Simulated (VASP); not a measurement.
The system is SnO.

```
Sn O
1.0
     3.30279    0.00000    0.00000
    -1.65139    2.86030    0.00000
     0.00000    0.00000    5.51458
Sn O
2 2
Direct
  0.00000 0.00000 0.00714
  0.33333 0.66667 0.50714
  0.00000 0.00000 0.36786
  0.33333 0.66667 0.86786
```

```yaml
Program: VASP 6.6.1
Task: relaxation of cell and atoms
Functional: PBE
Potentials_or_basis: VASP PAW PBE potentials, release 64 (Sn_d, O)
Cutoff: 600 eV
k_mesh: 6 × 6 × 4
Occupations: gaussian, width 0.1 eV
Spin: no spin polarisation
```

At the start: pressure 69.1 GPa; volume 13.02 Å³/atom.

Q: Where does the relaxation end?

A: Over 22 steps the energy falls by 1182.6 meV/atom and the volume is 19.07 Å³/atom (+46.4 %); space group P6_3mc (No. 186, to 0.1 Å) before and after.

Step by step:
| step | energy change (eV) | largest force (eV/Å) | pressure (GPa) | volume (Å³) |
| --- | --- | --- | --- | --- |
| 1 | 0.0000 | 0.0082 | 69.09 | 52.10 |
| 2 | -3.2580 | 0.5188 | -14.38 | 106.64 |
| 3 | -4.6206 | 0.0561 | 0.30 | 80.72 |
| 4 | -4.6210 | 0.0691 | -0.32 | 81.37 |
| 5 | -4.6255 | 0.0452 | -0.23 | 81.20 |
| 6 | -4.6382 | 0.0292 | 0.09 | 80.68 |
| 7 | -4.6554 | 0.2110 | 1.08 | 79.55 |
| 8 | -4.5855 | 0.8381 | 4.62 | 76.99 |
| 9 | -4.6549 | 0.2685 | 1.40 | 79.30 |
| 10 | -4.6566 | 0.2734 | 1.37 | 79.32 |
| 11 | -4.6615 | 0.2873 | 1.25 | 79.38 |
| 12 | -4.6696 | 0.3157 | 1.03 | 79.50 |
| 13 | -4.6766 | 0.3800 | 0.66 | 79.68 |
| 14 | -4.6827 | 0.3341 | 0.27 | 79.88 |
| 15 | -4.6937 | 0.1961 | -0.90 | 80.47 |
| 16 | -4.6836 | 0.0782 | -3.11 | 81.65 |
| 17 | -4.6953 | 0.1226 | -1.49 | 80.78 |
| 18 | -4.7025 | 0.1052 | -1.36 | 80.29 |
| 19 | -4.7192 | 0.0504 | -0.94 | 78.84 |
| 20 | -4.7293 | 0.0709 | -0.16 | 75.99 |
| 21 | -4.7298 | 0.0469 | -0.31 | 76.53 |
| 22 | -4.7305 | 0.0016 | 0.08 | 76.27 |

Final structure:
```xyz
4
Lattice="3.4572 0.0000 0.0000 -1.7286 2.9940 0.0000 0.0000 0.0000 7.3686" Properties=species:S:1:pos:R:3 pbc="T T T"
Sn    0.0000    0.0000    0.0709
Sn    0.0000    1.9960    3.7552
O     0.0000    0.0000    2.6923
O     0.0000    1.9960    6.3766
```

Caveat: the volume moved by over 15 % at a fixed basis, so the end points are rough.
